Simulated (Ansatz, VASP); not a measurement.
# One calculation of Sr4O3, two programs

INCAR

```
SYSTEM = Sr4O3
ALGO = Normal
EDIFF = 1E-6
ENCUT = 520
GGA = PE
ISIF = 2
ISMEAR = 0
LASPH = .TRUE.
LCHARG = .TRUE.
LELF = .TRUE.
LREAL = .FALSE.
LVHAR = .TRUE.
LWAVE = .FALSE.
NBANDS = 38
NELM = 100
PREC = Accurate
SIGMA = 0.1
```

Contents of KPOINTS:

```
k-points
0
G
  2 2 2
  0 0 0
```

POSCAR

```
Sr4O3
1.0
    5.7207819770      0.0000000000      0.0000000000
    0.0000000000      5.7207819770      0.0000000000
    0.0000000000      0.0000000000      5.7207819770
Sr O
4 3
Direct
    0.7631522987      0.7631522987      0.7631522987
    0.2368477013      0.2368477013      0.7631522987
    0.2368477013      0.7631522987      0.2368477013
    0.7631522987      0.2368477013      0.2368477013
    0.0000000000      0.0000000000      0.5000000000
    0.5000000000      0.0000000000      1.0000000000
    1.0000000000      0.5000000000      1.0000000000
```

Input for Ansatz:

```yaml
crystal:
  lattice:
    - [5.720781977, 0.0, 0.0]
    - [0.0, 5.720781977, 0.0]
    - [0.0, 0.0, 5.720781977]
  atoms:
    - { symbol: Sr, position: [0.7631522987, 0.7631522987, 0.7631522987] }
    - { symbol: Sr, position: [0.2368477013, 0.2368477013, 0.7631522987] }
    - { symbol: Sr, position: [0.2368477013, 0.7631522987, 0.2368477013] }
    - { symbol: Sr, position: [0.7631522987, 0.2368477013, 0.2368477013] }
    - { symbol: O, position: [0.0, 0.0, 0.5] }
    - { symbol: O, position: [0.5, 0.0, 1.0] }
    - { symbol: O, position: [1.0, 0.5, 1.0] }
basis:
  ecutwfc: 420
kpoints:
  mp_grid: { grid: [2, 2, 2] }
hamiltonian:
  xc: pbe
scf:
  occupations: { method: gaussian, width: 0.1 }
  lower_state_search: "off"
output:
  forces: true
  stress: true
  eigenvalues: true
```

Alike in both runs: task single point; functional PBE; k mesh 2 × 2 × 2; occupations gaussian, width 0.1 eV; no spin polarisation.

|  | VASP | Ansatz |
| --- | --- | --- |
| version | VASP 6.6.1 | Ansatz 0.2.0 |
| potentials or method | VASP PAW PBE potentials, release 64 (Sr_sv, O), cutoff 520 eV | scalar-relativistic, plane waves, PAW |
| valence electrons in the cell | 58 | 58 |

|  | VASP | Ansatz | Ansatz less VASP |
| --- | --- | --- | --- |
| gap on the k mesh at the Fermi level (eV) | 0.32 | 0.31 | -0.006 |
| least direct gap on the mesh (eV) | 0.64 | 0.63 | -0.003 |
| pressure (GPa) | 0.4 | 0.1 | -0.32 |
| rms of the force components (eV/Å) | 0.093 | 0.074 | -0.0193 |

Atom by atom the forces differ by 0.019 eV/Å (rms over components).

The k mesh is coarse, so the values compare programs but aren't converged.
